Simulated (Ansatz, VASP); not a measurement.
## B4Ru: VASP beside Ansatz

```
CELL_PARAMETERS angstrom
2.37072 -3.21121 0.00000
2.37072 3.21121 0.00000
0.00000 0.00000 2.83076
ATOMIC_POSITIONS crystal
B 0.84846 0.15154 0.50000
B 0.16680 0.16680 0.00000
B 0.83320 0.83320 0.00000
B 0.15154 0.84846 0.50000
Ru 0.50000 0.50000 0.50000
```

Change from the starting cell: species swapped into the FeCl4 type (Cmmm, No. 65).

Alike in both runs: functional PBE; k mesh 10 × 10 × 14; occupations gaussian, width 0.1 eV; no spin polarisation.

Ansatz relaxed the structure, and its values are those at the end. VASP's run is a single point on that final structure, the one shown.

|  | VASP | Ansatz |
| --- | --- | --- |
| version | VASP 6.6.1 | Ansatz 0.2.0 |
| potentials or method | VASP PAW PBE potentials, release 64 (B, Ru_pv), cutoff 520 eV | scalar-relativistic, plane waves, PAW |
| valence electrons in the cell | 26 | 28 |

```tsv
	VASP	Ansatz	Ansatz less VASP
gap on the k mesh at the Fermi level (eV)	none	none	-
pressure (GPa)	0.0	0.0	+0.02
rms of the force components (eV/Å)	0.009	0.000	-0.0094
```

A gap of «none» marks a metal or a gap that the smearing closes. The functional is the same, so the differences come from potentials, cutoffs and numerics. VASP's potentials hold 26 valence electrons a cell and Ansatz's 28, so a difference there can come from the potentials and not from the codes.
